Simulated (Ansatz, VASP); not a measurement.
**NaTe2 in VASP and in Ansatz**

```xyz
3
Lattice="4.4968 0.0000 0.0000 0.0000 4.4968 0.0000 0.0000 0.0000 4.9895" Properties=species:S:1:pos:R:3 pbc="T T T"
Na    0.0000    0.0000    2.4947
Te    2.2484    0.0000    0.0000
Te    0.0000    2.2484    0.0000
```

Alike in both runs: functional PBE; k mesh 10 × 10 × 10; occupations gaussian, width 0.1 eV; no spin polarisation.

Ansatz relaxed the structure, and its values are those at the end. VASP's run is a single point on that final structure, the one shown.

```csv
,VASP,Ansatz
version,VASP 6.6.1,Ansatz 0.2.0
potentials or method,"VASP PAW PBE potentials, release 64 (Na_pv, Te), cutoff 520 eV","scalar-relativistic, plane waves, PAW"
valence electrons in the cell,19,41
```

|  | VASP | Ansatz | Ansatz less VASP |
| --- | --- | --- | --- |
| gap on the k mesh at the Fermi level (eV) | none | none | - |
| pressure (GPa) | 0.0 | 0.0 | +0.01 |

A gap of «none» marks a metal or a gap that the smearing closes. VASP's potentials hold 19 valence electrons a cell and Ansatz's 41, so a difference there can come from the potentials and not from the codes.

Neither program's run includes spin-orbit coupling.
